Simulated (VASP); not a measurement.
Input of a VASP 6.6.1 run:

INCAR

```
PREC = Accurate ; ENCUT = 520
EDIFF = 1E-6 ; ISMEAR = 0
SIGMA = 0.15 ; LREAL = F
LASPH = T ; NELM = 100
ALGO = Fast ; ISIF = 2
LWAVE = F ; LCHARG = T
GGA = PE ; LELF = T
LVHAR = T ; NBANDS = 22
```

KPOINTS

```
Automatic mesh
0
Gamma
  18 18 10
```

POSCAR

```
Rh
1.0
    2.6976000000      0.0000000000      0.0000000000
   -1.3488000000      2.3361901292      0.0000000000
    0.0000000000      0.0000000000      4.5956000000
Rh
2
Direct
    0.6666666667      0.3333333333      0.7500000000
    0.3333333333      0.6666666667      0.2500000000
```

Potentials or basis: VASP PAW PBE potentials, release 64 (Rh_pv).

Command:

```console
$ cat potpaw_PBE.64/Rh_pv/POTCAR > POTCAR
$ mpirun -np 1 vasp_std > vasp.out
```

Q: Predict the band gap on the k mesh.

A: Zero (bands 15 and 16 overlap by 2.38 eV).

Q: Estimate the pressure.

A: -5.7 GPa.

Stress tensor (GPa, compression positive):
```
 -1.57   0.00   0.00
  0.00  -1.57   0.00
  0.00   0.00 -13.91
```

Caveat: the cell stands under tension.
